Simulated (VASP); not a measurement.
# Ti in VASP: single point with PBE

Aim: the single point of Ti with PBE.

All numbers are computed with VASP 6.6.1; they aren't measurements. Logs are shortened: lines on timing, memory, paths and dates and some standing lists are left out, and cuts for length are marked.

**1. The cell of the first run**

The cell holds a slab with vacuum, 3 atoms: a = 2.940 Å, b = 2.940 Å, c = 26.436 Å, α = 90.00°, β = 90.00°, γ = 120.00°.

**2. Single point, PBE**

INCAR reads:

```
SYSTEM = Ti
  ALGO = Normal
  DIPOL = 0.5 0.5 0.500
  EDIFF = 1E-7
  ENCUT = 520
  GGA = PE
  IDIPOL = 3
  ISIF = 2
  ISMEAR = -1
  LASPH = .True.
  LCHARG = .False.
  LDIPOL = .True.
  LREAL = .False.
  LWAVE = .False.
  NBANDS = 25
  NELM = 80
  PREC = Accurate
  SIGMA = 0.05
```

KPOINTS reads:

```
k-points
0
Gamma
  13 13 1
  0 0 0
```

POSCAR reads:

```
Ti
1.0
    2.9399472394      0.0000000000      0.0000000000
   -1.4699736197      2.5460689951      0.0000000000
    0.0000000000      0.0000000000     26.4362000000
Ti
3
Direct
    0.0000000000      0.0000000000      0.4160958423
    0.3333333333      0.6666666667      0.4999999779
    0.0000000000      0.0000000000      0.5839041577
```

Potentials or basis: VASP PAW PBE potentials, release 64 (Ti_sv).

Run with:

```bash
> cat potpaw_PBE.64/Ti_sv/POTCAR > POTCAR
> mpirun -np 1 vasp_std > vasp.out
```

OUTCAR:

```text
SYSTEM = Ti
   EDIFF = 1E-7
   ENCUT = 520
   GGA = PE
   ISIF = 2
   ISMEAR = -1
   LASPH = .True.
   LREAL = .False.
   NELM = 80
   PREC = Accurate

 ion  position               nearest neighbor table
   1  0.000  0.000  0.416-   2 2.79   2 2.79   2 2.79
   2  0.333  0.667  0.500-   1 2.79   1 2.79   1 2.79   3 2.79   3 2.79   3 2.79
   3  0.000  0.000  0.584-   2 2.79   2 2.79   2 2.79

  LATTYP: Found a hexagonal cell.
 ALAT       =     2.9399472394
 C/A-ratio  =     8.9920661316

  Lattice vectors:

 A1 = (   2.9399472394,   0.0000000000,   0.0000000000)
 A2 = (  -1.4699736197,   2.5460689951,   0.0000000000)
 A3 = (   0.0000000000,   0.0000000000,  26.4362000000)

Analysis of symmetry for initial positions (statically):
=====================================================================
 Subroutine PRICEL returns:
 Original cell was already a primitive cell.

 Routine SETGRP: Setting up the symmetry group for a
 hexagonal supercell.

 Subroutine GETGRP returns: Found 12 space group operations
 (whereof 12 operations were pure point group operations)
 out of a pool of 24 trial point group operations.

The static configuration has the point symmetry D_3h.

Analysis of symmetry for dynamics (positions and initial velocities):
=====================================================================
 Subroutine PRICEL returns:
 Original cell was already a primitive cell.

 Routine SETGRP: Setting up the symmetry group for a
 hexagonal supercell.

 Subroutine GETGRP returns: Found 12 space group operations
 (whereof 12 operations were pure point group operations)
 out of a pool of 24 trial point group operations.

The dynamic configuration has the point symmetry D_3h.

 Subroutine INISYM returns: Found 12 space group operations
 (whereof 12 operations are pure point group operations),
 and found     1 'primitive' translations

----------------------------------------------------------------------------------------

                                     Primitive cell

  volume of cell :     197.8831

  direct lattice vectors                    reciprocal lattice vectors
     2.939947239  0.000000000  0.000000000     0.340142159  0.196381167  0.000000000
    -1.469973620  2.546068995  0.000000000     0.000000000  0.392762334  0.000000000
     0.000000000  0.000000000 26.436200000     0.000000000  0.000000000  0.037826919

  length of vectors
     2.939947239  2.939947239 26.436200000     0.392762334  0.392762334  0.037826919

  position of ions in fractional coordinates (direct lattice)
     0.000000000  0.000000000  0.416095842
     0.333333333  0.666666667  0.499999978
     0.000000000  0.000000000  0.583904158

  ion indices of the primitive-cell ions
   primitive index   ion index
                 1           1
                 2           2
                 3           3

----------------------------------------------------------------------------------------

 KPOINTS: k-points

Automatic generation of k-mesh.
 Grid dimensions read from file:
 generate k-points for:   13   13    1

 Generating k-lattice:

  Cartesian coordinates                     Fractional coordinates (reciprocal lattice)
     0.026164781  0.015106244  0.000000000     0.076923077  0.000000000  0.000000000
     0.000000000  0.030212487  0.000000000     0.000000000  0.076923077  0.000000000
     0.000000000  0.000000000  0.037826919     0.000000000  0.000000000  1.000000000

  Length of vectors
     0.030212487  0.030212487  0.037826919

  Shift w.r.t. Gamma in fractional coordinates (k-lattice)
     0.000000000  0.000000000  0.000000000

 Subroutine IBZKPT returns following result:
 ===========================================

 Found     21 irreducible k-points:

 Following reciprocal coordinates:
            Coordinates               Weight
  0.000000  0.000000  0.000000      1.000000
  0.076923  0.000000  0.000000      6.000000
  0.153846  0.000000  0.000000      6.000000
  0.230769 -0.000000  0.000000      6.000000
  0.307692  0.000000  0.000000      6.000000
  0.384615  0.000000  0.000000      6.000000
[... 13 lines left out ...]
  0.384615  0.230769  0.000000      6.000000
  0.307692  0.307692  0.000000      6.000000
   k-points           NKPTS =     21   k-points in BZ     NKDIM =     21   number of bands    NBANDS=     25
   number of dos      NEDOS =    301   number of ions     NIONS =      3
   total plane-waves  NPLWV = 115200
   dimension x,y,z NGX =    24 NGY =   24 NGZ =  200
   dimension x,y,z NGXF=    48 NGYF=   48 NGZF=  400
   ions per type =               3
   NGX,Y,Z   is equivalent  to a cutoff of  13.57, 13.57, 12.58 a.u.
   NGXF,Y,Z  is equivalent  to a cutoff of  27.14, 27.14, 25.15 a.u.
 SYSTEM =  Ti
   PREC   = accura    normal or accurate (medium, high low for compatibility)
   ISTART =      0    job   : 0-new  1-cont  2-samecut
   ICHARG =      2    charge: 1-file 2-atom 10-const
   ISPIN  =      1    spin polarized calculation?
   LNONCOLLINEAR =      F non collinear calculations
   LSORBIT =      F    spin-orbit coupling
   LASPH  =      T    aspherical Exc in radial PAW
   ENCUT  =  520.0 eV  38.22 Ry    6.18 a.u.   5.47  5.47 49.15*2*pi/ulx,y,z
   NELM   =     80;   NELMIN=  2; NELMDL= -5     # of ELM steps
   EDIFF  = 0.1E-06   stopping-criterion for ELM
   LREAL  =      F    real-space projection
   EDIFFG = 0.1E-05   stopping-criterion for IOM
   NSW    =      0    number of steps for IOM
   IBRION =     -1    ionic relax: 0-MD 1-quasi-New 2-CG
   NFREE  =      0    steps in history (QN), initial steepest desc. (CG)
   ISIF   =      2    stress and relaxation
   ISYM   =      2    0-nonsym 1-usesym 2-fastsym
   POTIM  = 0.5000    time-step for ionic-motion
   TEBEG  =    0.0;   TEEND  =   0.0 temperature during run
   PSTRESS=    0.0 pullay stress
   NELECT =      36.0000    total number of electrons
   NUPDOWN=      -1.0000    fix difference up-down
   EMIN   =  10.00;   EMAX   =-10.00  energy-range for DOS
   EFERMI =   0.00;   METHOD = LEGACY
   ISMEAR =    -1;   SIGMA  =   0.05  broadening in eV -4-tet -1-fermi 0-gaus
   EFERMI_NEDOS =   21; number of points for ismear=-14 and -15
   IALGO  =     38    algorithm
   IMIX   =      4    mixing-type and parameters
     AMIX     =   0.40;   BMIX     =  1.00
     AMIX_MAG =   1.60;   BMIX_MAG =  1.00
  volume/ion in A,a.u.               =      65.96       445.13
  Fermi-wavevector in a.u.,A,eV,Ry     =   0.927626  1.752958 11.707669  0.860489
  Thomas-Fermi vector in A             =   2.053715
   LORBIT       =      0    0 simple, 1 ext, 2 COOP (PROOUT), +10 PAW based schemes
   GGA     = PE    functional components
   LHFCALC =     F    Hartree Fock is set to
   AEXX    =    0.0000 exact exchange contribution
   IVDW    =     0    specifies the selected vdW correction
   LEPSILON=     F    determine dielectric tensor
   LRPA    =     F    only Hartree local field effects (RPA)
 non-spin polarized calculation
  energy-cutoff  :      520.00
  volume of cell :      197.88
 maximum number of plane-waves:      5439
 NGX is ok and might be reduce to    24
   NGX = 11   NGY = 11   NGZ = 99

 number of electron      35.9999997 magnetization

 dipolmoment           0.000000      0.000000      0.000005 electrons x Angstroem

 Free energy of the ion-electron system (eV)
  ---------------------------------------------------
  ext. energy  EPLUGINS =         0.00000000
  ---------------------------------------------------
  free energy    TOTEN  =       -21.65902375 eV

  energy without entropy =      -21.59444497  energy(sigma->0) =      -21.62673436

 E-fermi :  -0.9463     XC(G=0):  -3.7868

 val. band max:       -0.9525394633   @ k =   0.0769   0.0000   0.0000
 cond. band min:      -0.9418452432   @ k =   0.0769   0.0769   0.0000
 fundamental gap:      0.0106942202
 Fermi energy:        -0.9463255630

 k-point     1 :       0.0000    0.0000    0.0000
  band No.  band energies     occupation
      1     -57.8123      2.00000
      2     -57.7982      2.00000
      3     -57.4804      2.00000
      4     -34.3084      2.00000
      5     -34.1351      2.00000
      6     -33.7631      2.00000
[... 17 lines left out ...]
     24       0.1622      0.00000
     25       0.1622      0.00000

 k-point     2 :       0.0769    0.0000    0.0000
  band No.  band energies     occupation
      1     -57.8076      2.00000
      2     -57.7942      2.00000
      3     -57.4771      2.00000
      4     -34.2988      2.00000
      5     -34.1348      2.00000
      6     -33.7895      2.00000
[... 17 lines left out ...]
     24       0.2565      0.00000
     25       0.2681      0.00000

 k-point     3 :       0.1538    0.0000    0.0000
  band No.  band energies     occupation
      1     -57.7945      2.00000
      2     -57.7830      2.00000
      3     -57.4678      2.00000
      4     -34.2720      2.00000
      5     -34.1355      2.00000
      6     -33.8727      2.00000
[... 17 lines left out ...]
     24       0.3195      0.00000
     25       0.5258      0.00000

 k-point     4 :       0.2308   -0.0000    0.0000
  band No.  band energies     occupation
      1     -57.7760      2.00000
      2     -57.7672      2.00000
      3     -57.4547      2.00000
      4     -34.2352      2.00000
      5     -34.1425      2.00000
      6     -33.9796      2.00000
[... 17 lines left out ...]
     24       0.5986      0.00000
     25       0.9486      0.00000
[... 393 lines left out ...]
 k-point    19 :       0.3077    0.2308    0.0000
  band No.  band energies     occupation
      1     -57.7250      2.00000
      2     -57.7239      2.00000
      3     -57.4190      2.00000
      4     -34.1977      2.00000
      5     -34.1792      2.00000
      6     -34.1419      2.00000
[... 17 lines left out ...]
     24       1.5723      0.00000
     25       1.5941      0.00000

 k-point    20 :       0.3846    0.2308    0.0000
  band No.  band energies     occupation
      1     -57.7214      2.00000
      2     -57.7209      2.00000
      3     -57.4165      2.00000
      4     -34.1991      2.00000
      5     -34.1854      2.00000
      6     -34.1430      2.00000
[... 17 lines left out ...]
     24       1.6697      0.00000
     25       1.7943      0.00000

 k-point    21 :       0.3077    0.3077    0.0000
  band No.  band energies     occupation
      1     -57.7197      2.00000
      2     -57.7194      2.00000
      3     -57.4153      2.00000
      4     -34.1694      2.00000
      5     -34.1677      2.00000
      6     -34.1245      2.00000
[... 17 lines left out ...]
     24       1.6655      0.00000
     25       1.7005      0.00000

------------------------ aborting loop because EDIFF is reached ----------------------------------------

 vacuum level on the upper side and lower side of the slab       (xc-potential included)        -0.056        -0.056

  FORCE on cell =-STRESS in cart. coord.  units (eV):
  Direction    XX          YY          ZZ          XY          YZ          ZX
  --------------------------------------------------------------------------------------
  -------------------------------------------------------------------------------------
  Total       -1.0039089     -1.0039089     -0.0431370      0.0000000      0.0000000      0.0000000
  in kB       -8.1282333     -8.1282333     -0.3492626      0.0000000      0.0000000      0.0000000
  external PRESSURE =      -5.5352431 kB  Pullay stress =       0.0000000 kB

 VOLUME and BASIS-vectors are now :
 -----------------------------------------------------------------------------
  energy-cutoff  :      520.00
  volume of cell :      197.88
      direct lattice vectors                 reciprocal lattice vectors
     2.939947239  0.000000000  0.000000000     0.340142159  0.196381167  0.000000000
    -1.469973620  2.546068995  0.000000000     0.000000000  0.392762334  0.000000000
     0.000000000  0.000000000 26.436200000     0.000000000  0.000000000  0.037826919

 POSITION                                       TOTAL-FORCE (eV/Angst)
 -----------------------------------------------------------------------------------
      0.00000      0.00000     10.99999        -0.000000     -0.000000      0.005724
     -0.00000      1.69738     13.21810         0.000000      0.000000      0.000000
      0.00000      0.00000     15.43621        -0.000000      0.000000     -0.005724
 -----------------------------------------------------------------------------------
    total drift:                                0.000000     -0.000000      0.001749

  FREE ENERGIE OF THE ION-ELECTRON SYSTEM (eV)
  ---------------------------------------------------
  free  energy   TOTEN  =       -21.6590237485 eV

  energy  without entropy=      -21.5944449705  energy(sigma->0) =      -21.62673436

 vacuum level on the upper side and lower side of the slab         3.403         3.402
```

Wall time 3 min (1 thread of Intel Xeon Platinum 8488C (Sapphire Rapids), shared host); peak memory 0.34 GiB.

Results:

| Property | Result |
| --- | --- |
| Free energy | -21.6590 eV |
| Largest force | 0.006 eV/Å |
| Band gap on the k mesh | zero (bands 18 and 19 overlap by 1.07 eV) |

Forces on the atoms (eV/Å):
```
Ti   0.000  0.000  0.006
Ti   0.000  0.000  0.000
Ti   0.000  0.000 -0.006
```

Levels at points of the mesh, in eV from the Fermi level:
```tsv
k point	band 14	band 15	band 16	band 17	band 18	band 19	band 20	band 21	band 22	band 23
(0.00, 0.00, 0.00)	-4.15	-2.90	-0.10	-0.04	0.70	0.70	0.74	0.74	0.96	1.03
```
